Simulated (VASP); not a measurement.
# PbO (P4/nmm) in VASP: a series of runs

The runs below take PbO through single point, relaxation of cell and atoms, with r2SCAN, PBE+D3(BJ).

Program: VASP 6.6.1. These are calculated values, not measurements. Logs are shortened: lines on timing, memory, paths and dates and some standing lists are left out, and cuts for length are marked.

## 1. The cell of the first run

Symmetry: P4/nmm, No. 129, tetragonal system. The conventional cell has a = 3.978 Å, b = 3.978 Å, c = 5.009 Å, α = 90.00°, β = 90.00°, γ = 90.00°. Within 3.1 Å of Pb (site symmetry 4mm) lie 4 O at 2.32 Å. Within 3.1 Å of O (site symmetry -4m2) lie 4 Pb at 2.32 Å and 4 O at 2.81 Å.

## 2. Single point, r2SCAN

Input file POSCAR:

```
PbO
1.0
    3.9784492919      0.0000000000      0.0000000000
    0.0000000000      3.9784492919      0.0000000000
    0.0000000000      0.0000000000      5.0093266658
Pb O
2 2
Direct
    0.0000000000      0.5000000000      0.2364092148
    0.5000000000      0.0000000000      0.7635907852
    0.5000000000      0.5000000000      0.0000000000
    0.0000000000      0.0000000000      0.0000000000
```

Input file INCAR.step1:

```
SYSTEM = PbO
  PREC = Accurate
  ENCUT = 520
  ISMEAR = 0
  SIGMA = 0.01
  LREAL = .FALSE.
  LASPH = .TRUE.
  NELM = 60
  NBANDS = 28
  GGA = PE
  ALGO = Normal
  EDIFF = 1E-4
  LWAVE = .TRUE.
  LCHARG = .FALSE.
```

Input file INCAR.step2:

```
SYSTEM = PbO
  PREC = Accurate
  ENCUT = 520
  EDIFF = 1E-6
  ISMEAR = 0
  SIGMA = 0.01
  LREAL = .FALSE.
  LASPH = .TRUE.
  NELM = 60
  ALGO = Normal
  ISIF = 2
  LWAVE = .FALSE.
  LCHARG = .TRUE.
  METAGGA = R2SCAN
  LMIXTAU = .TRUE.
  LELF = .TRUE.
  LVHAR = .TRUE.
  NBANDS = 28
  ISTART = 1
```

Input file KPOINTS:

```
Automatic mesh
0
G
  6 6 6
  0 0 0
```

Potentials or basis: VASP PAW PBE potentials, release 64 (Pb_d, O).

Run with:

```sh
$ cat potpaw_PBE.64/Pb_d/POTCAR potpaw_PBE.64/O/POTCAR > POTCAR
$ cp INCAR.step1 INCAR
$ mpirun -np 1 vasp_std > vasp.out
$ cp INCAR.step2 INCAR
$ mpirun -np 1 vasp_std > vasp.out
```

OUTCAR:

```text
SYSTEM = PbO
   PREC = Accurate
   ENCUT = 520
   EDIFF = 1E-6
   ISMEAR = 0
   LREAL = .FALSE.
   LASPH = .TRUE.
   NELM = 60
   ISIF = 2
   METAGGA = R2SCAN
   ISTART = 1

 ion  position               nearest neighbor table
   1  0.000  0.500  0.236-   3 2.32   4 2.32   4 2.32   3 2.32   2 3.68   2 3.68   2 3.68   2 3.68
                             2 3.86   2 3.86   2 3.86   2 3.86
   2  0.500  0.000  0.764-   3 2.32   4 2.32   3 2.32   4 2.32   1 3.68   1 3.68   1 3.68   1 3.68
                             1 3.86   1 3.86   1 3.86   1 3.86
   3  0.500  0.500  0.000-   1 2.32   2 2.32   2 2.32   1 2.32
   4  0.000  0.000  0.000-   1 2.32   2 2.32   1 2.32   2 2.32

  LATTYP: Found a simple tetragonal cell.
 ALAT       =     3.9784492919
 C/A-ratio  =     1.2591153734

  Lattice vectors:

 A1 = (   3.9784492919,   0.0000000000,   0.0000000000)
 A2 = (   0.0000000000,   3.9784492919,   0.0000000000)
 A3 = (   0.0000000000,   0.0000000000,   5.0093266658)

Analysis of symmetry for initial positions (statically):
=====================================================================
 Subroutine PRICEL returns:
 Original cell was already a primitive cell.

 Routine SETGRP: Setting up the symmetry group for a
 simple tetragonal supercell.

 Subroutine GETGRP returns: Found 16 space group operations
 (whereof  8 operations were pure point group operations)
 out of a pool of 16 trial point group operations.

The static configuration has the point symmetry D_2d.
 The point group associated with its full space group is D_4h.

Analysis of symmetry for dynamics (positions and initial velocities):
=====================================================================
 Subroutine PRICEL returns:
 Original cell was already a primitive cell.

 Routine SETGRP: Setting up the symmetry group for a
 simple tetragonal supercell.

 Subroutine GETGRP returns: Found 16 space group operations
 (whereof  8 operations were pure point group operations)
 out of a pool of 16 trial point group operations.

The dynamic configuration has the point symmetry D_2d.
 The point group associated with its full space group is D_4h.

 Subroutine INISYM returns: Found 16 space group operations
 (whereof  8 operations are pure point group operations),
 and found     1 'primitive' translations

----------------------------------------------------------------------------------------

                                     Primitive cell

  volume of cell :      79.2879

  direct lattice vectors                    reciprocal lattice vectors
     3.978449292  0.000000000  0.000000000     0.251354215  0.000000000  0.000000000
     0.000000000  3.978449292  0.000000000     0.000000000  0.251354215  0.000000000
     0.000000000  0.000000000  5.009326666     0.000000000  0.000000000  0.199627628

  length of vectors
     3.978449292  3.978449292  5.009326666     0.251354215  0.251354215  0.199627628

  position of ions in fractional coordinates (direct lattice)
     0.000000000  0.500000000  0.236409215
     0.500000000  0.000000000  0.763590785
     0.500000000  0.500000000  0.000000000
     0.000000000  0.000000000  0.000000000

  ion indices of the primitive-cell ions
   primitive index   ion index
                 1           1
                 2           2
                 3           3
                 4           4

----------------------------------------------------------------------------------------

 KPOINTS: Automatic mesh

Automatic generation of k-mesh.
 Grid dimensions read from file:
 generate k-points for:    6    6    6

 Generating k-lattice:

  Cartesian coordinates                     Fractional coordinates (reciprocal lattice)
     0.041892369  0.000000000  0.000000000     0.166666667  0.000000000  0.000000000
     0.000000000  0.041892369  0.000000000     0.000000000  0.166666667  0.000000000
     0.000000000  0.000000000  0.033271271     0.000000000  0.000000000  0.166666667

  Length of vectors
     0.041892369  0.041892369  0.033271271

  Shift w.r.t. Gamma in fractional coordinates (k-lattice)
     0.000000000  0.000000000  0.000000000

 Subroutine IBZKPT returns following result:
 ===========================================

 Found     40 irreducible k-points:

 Following reciprocal coordinates:
            Coordinates               Weight
  0.000000  0.000000  0.000000      1.000000
  0.166667  0.000000  0.000000      4.000000
  0.333333  0.000000  0.000000      4.000000
  0.500000  0.000000  0.000000      2.000000
  0.166667  0.166667  0.000000      4.000000
  0.333333  0.166667  0.000000      8.000000
[... 16 lines left out ...]
  0.333333  0.000000  0.333333      8.000000
  0.500000  0.000000  0.333333      4.000000
 [... further k-points ...]
   k-points           NKPTS =     40   k-points in BZ     NKDIM =     40   number of bands    NBANDS=     28
   number of dos      NEDOS =    301   number of ions     NIONS =      4
   total plane-waves  NPLWV =  36000
   dimension x,y,z NGX =    30 NGY =   30 NGZ =   40
   dimension x,y,z NGXF=    60 NGYF=   60 NGZF=   80
   ions per type =               2   2
   NGX,Y,Z   is equivalent  to a cutoff of  12.54, 12.54, 13.27 a.u.
   NGXF,Y,Z  is equivalent  to a cutoff of  25.07, 25.07, 26.55 a.u.
 SYSTEM =  PbO
   PREC   = accura    normal or accurate (medium, high low for compatibility)
   ISTART =      1    job   : 0-new  1-cont  2-samecut
   ICHARG =      0    charge: 1-file 2-atom 10-const
   ISPIN  =      1    spin polarized calculation?
   LNONCOLLINEAR =      F non collinear calculations
   LSORBIT =      F    spin-orbit coupling
   LASPH  =      T    aspherical Exc in radial PAW
   ENCUT  =  520.0 eV  38.22 Ry    6.18 a.u.   7.40  7.40  9.31*2*pi/ulx,y,z
   NELM   =     60;   NELMIN=  2; NELMDL=  0     # of ELM steps
   EDIFF  = 0.1E-05   stopping-criterion for ELM
   LREAL  =      F    real-space projection
[... 7 lines left out ...]
   TEBEG  =    0.0;   TEEND  =   0.0 temperature during run
   PSTRESS=    0.0 pullay stress
   NELECT =      40.0000    total number of electrons
   NUPDOWN=      -1.0000    fix difference up-down
   EMIN   =  10.00;   EMAX   =-10.00  energy-range for DOS
   EFERMI =   0.00;   METHOD = LEGACY
   ISMEAR =     0;   SIGMA  =   0.01  broadening in eV -4-tet -1-fermi 0-gaus
   EFERMI_NEDOS =   21; number of points for ismear=-14 and -15
   IALGO  =     38    algorithm
   IMIX   =      4    mixing-type and parameters
     AMIX     =   0.40;   BMIX     =  1.00
     AMIX_MAG =   1.60;   BMIX_MAG =  1.00
  volume/ion in A,a.u.               =      19.82       133.77
  Fermi-wavevector in a.u.,A,eV,Ry     =   1.303244  2.462775 23.108756  1.698446
  Thomas-Fermi vector in A             =   2.434259
   LORBIT       =      0    0 simple, 1 ext, 2 COOP (PROOUT), +10 PAW based schemes
   METAGGA = R2SCAN    functional components
   LHFCALC =     F    Hartree Fock is set to
   AEXX    =    0.0000 exact exchange contribution
   IVDW    =     0    specifies the selected vdW correction
   LEPSILON=     F    determine dielectric tensor
   LRPA    =     F    only Hartree local field effects (RPA)
 non-spin polarized calculation
 Gauss-broadening in eV      SIGMA  =   0.01
  energy-cutoff  :      520.00
  volume of cell :       79.29
 maximum number of plane-waves:      2170
 NGX is ok and might be reduce to    30
   NGX = 15   NGY = 15   NGZ = 19

 number of electron      39.9999998 magnetization

 Free energy of the ion-electron system (eV)
  ---------------------------------------------------
  ext. energy  EPLUGINS =         0.00000000
  ---------------------------------------------------
  free energy    TOTEN  =      -129.50066808 eV

  energy without entropy =     -129.50066808  energy(sigma->0) =     -129.50066808

 E-fermi :   4.9959     XC(G=0): -10.4672

 val. band max:        4.9382463382   @ k =   0.0000   0.0000   0.0000
 cond. band min:       6.4732444866   @ k =   0.5000   0.5000   0.0000
 fundamental gap:      1.5349981484
 Fermi energy:         4.9958533759

 k-point     1 :       0.0000    0.0000    0.0000
  band No.  band energies     occupation
      1     -14.5408      2.00000
      2     -13.9100      2.00000
      3     -11.6184      2.00000
      4     -11.6184      2.00000
      5     -11.5474      2.00000
      6     -11.5425      2.00000
[... 20 lines left out ...]
     27      12.8558      0.00000
     28      13.6146      0.00000

 k-point     2 :       0.1667    0.0000    0.0000
  band No.  band energies     occupation
      1     -14.4773      2.00000
      2     -13.9344      2.00000
      3     -11.6046      2.00000
      4     -11.6020      2.00000
      5     -11.5275      2.00000
      6     -11.5257      2.00000
[... 20 lines left out ...]
     27      13.1999      0.00000
     28      15.2225      0.00000

 k-point     3 :       0.3333    0.0000    0.0000
  band No.  band energies     occupation
      1     -14.3230      2.00000
      2     -14.0143      2.00000
      3     -11.5686      2.00000
      4     -11.5597      2.00000
      5     -11.4975      2.00000
      6     -11.4865      2.00000
[... 20 lines left out ...]
     27      13.6698      0.00000
     28      16.2694      0.00000

 k-point     4 :       0.5000    0.0000    0.0000
  band No.  band energies     occupation
      1     -14.1511      2.00000
      2     -14.1511      2.00000
      3     -11.5240      2.00000
      4     -11.5240      2.00000
      5     -11.5157      2.00000
      6     -11.5157      2.00000
[... 578 lines left out ...]
     27      14.1389      0.00000
     28      15.3309      0.00000

 k-point    23 :       0.3333    0.0000    0.3333
  band No.  band energies     occupation
      1     -14.3231      2.00000
      2     -14.0153      2.00000
      3     -11.5836      2.00000
      4     -11.5366      2.00000
      5     -11.5312      2.00000
      6     -11.5038      2.00000
[... 20 lines left out ...]
     27      14.5309      0.00000
     28      16.2265      0.00000

 k-point    24 :       0.5000    0.0000    0.3333
  band No.  band energies     occupation
      1     -14.1565      2.00000
      2     -14.1565      2.00000
      3     -11.5691      2.00000
      4     -11.5691      2.00000
      5     -11.5097      2.00000
      6     -11.5097      2.00000
[... 20 lines left out ...]
     27      15.1832      0.00000
     28      15.1832      0.00000

 [... further k-points ...]
[... 5 lines left out ...]
  --------------------------------------------------------------------------------------
  -------------------------------------------------------------------------------------
  Total        0.8900246      0.8900246      0.7890378      0.0000000      0.0000000      0.0000000
  in kB       17.9847984     17.9847984     15.9441510      0.0000000      0.0000000      0.0000000
  external PRESSURE =      17.3045826 kB  Pullay stress =       0.0000000 kB

 VOLUME and BASIS-vectors are now :
 -----------------------------------------------------------------------------
  energy-cutoff  :      520.00
  volume of cell :       79.29
      direct lattice vectors                 reciprocal lattice vectors
     3.978449292  0.000000000  0.000000000     0.251354215  0.000000000  0.000000000
     0.000000000  3.978449292  0.000000000     0.000000000  0.251354215  0.000000000
     0.000000000  0.000000000  5.009326666     0.000000000  0.000000000  0.199627628

 POSITION                                       TOTAL-FORCE (eV/Angst)
 -----------------------------------------------------------------------------------
      0.00000      1.98922      1.18425         0.000000      0.000000      0.095939
      1.98922      0.00000      3.82508        -0.000000      0.000000     -0.095939
      1.98922      1.98922      0.00000         0.000000      0.000000      0.000000
      0.00000      0.00000      0.00000         0.000000     -0.000000      0.000000
 -----------------------------------------------------------------------------------
    total drift:                                0.000000      0.000000     -0.000000

  FREE ENERGIE OF THE ION-ELECTRON SYSTEM (eV)
  ---------------------------------------------------
  free  energy   TOTEN  =      -129.5006680750 eV

  energy  without entropy=     -129.5006680750  energy(sigma->0) =     -129.50066808
```

Run time: 2.6 min. Hardware: 1 thread of AMD EPYC 9R45 (Zen 5), shared host; peak memory 0.21 GiB.

What came out:

```yaml
Free_energy: -129.5007 eV
Pressure: 1.7 GPa
Largest_force: 0.096 eV/Å
Band_gap_on_the_k_mesh: 1.53 eV (least direct gap 2.69 eV)
```

Forces on the atoms (eV/Å):
```
Pb   0.000  0.000  0.096
Pb   0.000  0.000 -0.096
O    0.000  0.000  0.000
O    0.000  0.000  0.000
```

Caveat: the PAW data sets were made with another functional, which shifts forces and pressure a little; spin-orbit coupling is left out, which moves the levels of the heavy elements. A k mesh can miss the band edges.

## 3. Relaxation of cell and atoms, PBE+D3(BJ)

This run uses another cell than the first one, of 18.81 Å³/atom.

Input file INCAR:

```
  PREC = Accurate
  ENCUT = 600
  EDIFF = 1E-7
  ISMEAR = -1
  SIGMA = 0.02
  LREAL = F
  LASPH = T
  NELM = 100
  ALGO = Normal
  ISIF = 3
  LWAVE = F
  LCHARG = F
  GGA = PE
  IVDW = 12
  IBRION = 2
  NSW = 80
  EDIFFG = -0.005
```

Input file KPOINTS:

```
regular mesh
0
Gamma
  6 6 6
```

Input file POSCAR:

```
PbO
1.0
    3.8865021300      0.0000000000      0.0000000000
    0.0000000000      3.8865021300      0.0000000000
    0.0000000000      0.0000000000      4.9802089200
Pb O
2 2
Direct
    0.0000000000      0.5000000000      0.2353738600
    0.5000000000      0.0000000000      0.7646261400
    0.5000000000      0.5000000000      0.0000000000
    0.0000000000      0.0000000000      0.0000000000
```

Potentials or basis: VASP PAW PBE potentials, release 64 (Pb_d, O).

Run with:

```sh
$ cat potpaw_PBE.64/Pb_d/POTCAR potpaw_PBE.64/O/POTCAR > POTCAR
$ mpirun -np 1 vasp_std > vasp.out
```

OUTCAR:

```text
PREC = Accurate
   ENCUT = 600
   EDIFF = 1E-7
   ISMEAR = -1
   LREAL = F
   LASPH = T
   NELM = 100
   ISIF = 3
   GGA = PE
   IVDW = 12
   IBRION = 2
   NSW = 80
   EDIFFG = -0.005
 IVDW          = 12

 ion  position               nearest neighbor table
   1  0.000  0.500  0.235-   3 2.27   4 2.27   4 2.27   3 2.27   2 3.61   2 3.61   2 3.61   2 3.61
                             2 3.81   2 3.81   2 3.81   2 3.81
   2  0.500  0.000  0.765-   3 2.27   4 2.27   3 2.27   4 2.27   1 3.61   1 3.61   1 3.61   1 3.61
                             1 3.81   1 3.81   1 3.81   1 3.81
   3  0.500  0.500  0.000-   1 2.27   2 2.27   2 2.27   1 2.27
   4  0.000  0.000  0.000-   1 2.27   2 2.27   1 2.27   2 2.27

  LATTYP: Found a simple tetragonal cell.
 ALAT       =     3.8865021300
 C/A-ratio  =     1.2814116019

  Lattice vectors:

 A1 = (   3.8865021300,   0.0000000000,   0.0000000000)
[... 962 lines left out ...]

  energy  without entropy=      -22.3832272219  energy(sigma->0) =      -22.38322722

[... ionic steps 4 to 13 ...]

--------------------------------------- Ionic step       14  -------------------------------------------

 number of electron      40.0000011 magnetization

------------------------ aborting loop because EDIFF is reached ----------------------------------------
[... 79 lines left out ...]
--------------------------------------- Ionic step       16  -------------------------------------------

 number of electron      40.0000011 magnetization

 Free energy of the ion-electron system (eV)
  ---------------------------------------------------
  ext. energy  EPLUGINS =         0.00000000
  ---------------------------------------------------
  free energy    TOTEN  =       -21.45769540 eV

  energy without entropy =      -21.45769540  energy(sigma->0) =      -21.45769540

 E-fermi :   5.2398     XC(G=0):  -9.7582

 val. band max:        4.8388830887   @ k =   0.1667   0.0000   0.0000
 cond. band min:       6.1035194014   @ k =   0.5000   0.5000   0.0000
 fundamental gap:      1.2646363127
 Fermi energy:         5.2397641099

 k-point     1 :       0.0000    0.0000    0.0000
  band No.  band energies     occupation
      1     -13.2029      2.00000
      2     -12.7686      2.00000
      3     -11.0784      2.00000
      4     -11.0784      2.00000
      5     -11.0279      2.00000
      6     -10.9872      2.00000
[... 674 lines left out ...]
  FREE ENERGIE OF THE ION-ELECTRON SYSTEM (eV)
  ---------------------------------------------------
  free  energy   TOTEN  =       -22.3962133013 eV

  energy  without entropy=      -22.3962133012  energy(sigma->0) =      -22.39621330

 reached required accuracy - stopping structural energy minimisation
```

Run time: 6.3 min. Hardware: 1 thread of AMD EPYC 9R45 (Zen 5), shared host; peak memory 0.23 GiB.

What came out:

| Item | Value |
| --- | --- |
| Free energy | -22.3962 eV |
| Relaxed volume | 20.23 Å³/atom |
| Relaxed cell | a = 4.037 Å, b = 4.037 Å, c = 4.965 Å, α = 90.00°, β = 90.00°, γ = 90.00° |
| Space group after relaxing (to 0.1 Å) | P4/nmm (No. 129) |
| Energy gained by relaxing | 44.4 meV/atom |
| Ionic steps | 16 |
| Pressure after relaxing | 0.0 GPa |
| Largest force after relaxing | 0.003 eV/Å |
| Band gap on the k mesh | 1.26 eV (least direct gap 2.15 eV) |
| Dispersion energy per atom | -0.235 eV |

Forces in eV/Å, atoms in the order of the input:
```
Pb   0.000  0.000  0.003
Pb   0.000  0.000 -0.003
O    0.000  0.000  0.000
O    0.000  0.000  0.000
```

Step by step:
```csv
step,energy change (eV),largest force (eV/Å),pressure (GPa),volume (Å³)
1,0.0000,1.2470,8.45,75.23
2,0.0062,1.4596,-5.99,86.55
3,-0.1645,0.2455,0.16,80.47
4,-0.1645,0.2196,0.29,80.36
5,-0.1732,0.1077,0.16,80.86
6,-0.1770,0.0270,0.00,81.51
7,-0.1770,0.0219,0.01,81.48
8,-0.1770,0.0050,-0.07,81.49
9,-0.1771,0.0149,-0.16,81.51
10,-0.1771,0.0153,-0.16,81.49
11,-0.1772,0.0158,-0.16,81.43
12,-0.1773,0.0171,-0.15,81.32
13,-0.1774,0.0196,-0.13,81.09
14,-0.1774,0.0204,-0.13,80.99
15,-0.1774,0.0054,0.01,80.89
16,-0.1774,0.0031,-0.01,80.90
```

Final structure:
```cif
data_structure
_symmetry_space_group_name_H-M 'P 1'
_symmetry_Int_Tables_number 1
_cell_length_a 4.0367
_cell_length_b 4.0367
_cell_length_c 4.9648
_cell_angle_alpha 90.000
_cell_angle_beta 90.000
_cell_angle_gamma 90.000
_cell_volume 80.90
loop_
_atom_site_label
_atom_site_type_symbol
_atom_site_fract_x
_atom_site_fract_y
_atom_site_fract_z
_atom_site_occupancy
Pb1 Pb 0.00000 0.50000 0.23919 1
Pb2 Pb 0.50000 0.00000 0.76081 1
O1 O 0.50000 0.50000 0.00000 1
O2 O 0.00000 0.00000 0.00000 1
```

Caveat: spin-orbit coupling is left out, which moves the levels of the heavy elements. A k mesh can miss the band edges.
